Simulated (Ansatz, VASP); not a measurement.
## TaF in VASP and in Ansatz

```
CELL_PARAMETERS angstrom
3.03735 0.00000 0.00000
0.00000 3.03735 0.00000
0.00000 0.00000 3.03735
ATOMIC_POSITIONS crystal
Ta 0.00000 0.00000 0.00000
F 0.50000 0.50000 0.50000
```

Alike in both runs: task relaxation of cell and atoms; functional PBE; k mesh 18 × 18 × 18; occupations gaussian, width 0.1 eV; no spin polarisation.

|  | VASP | Ansatz |
| --- | --- | --- |
| version | VASP 6.6.1 | Ansatz 0.2.0 |
| potentials or method | VASP PAW PBE potentials, release 64 (Ta_pv, F), cutoff 600 eV | scalar-relativistic, plane waves, PAW |
| valence electrons in the cell | 18 | 20 |

```tsv
	VASP	Ansatz	Ansatz less VASP
gap on the k mesh at the Fermi level, each at its own relaxed structure (eV)	none	none	-
relaxed volume (Å³/atom)	14.01	14.05	+0.036
relaxed cell length with the largest relative difference (Å)	3.037	3.040	+0.0026
```

A gap of «none» marks a metal or a gap that the smearing closes. VASP's potentials hold 18 valence electrons a cell and Ansatz's 20, so a difference there can come from the potentials and not from the codes.

Spin-orbit coupling is off throughout. Noted on VASP's run: the relaxation stopped at its first step, so nothing moved.
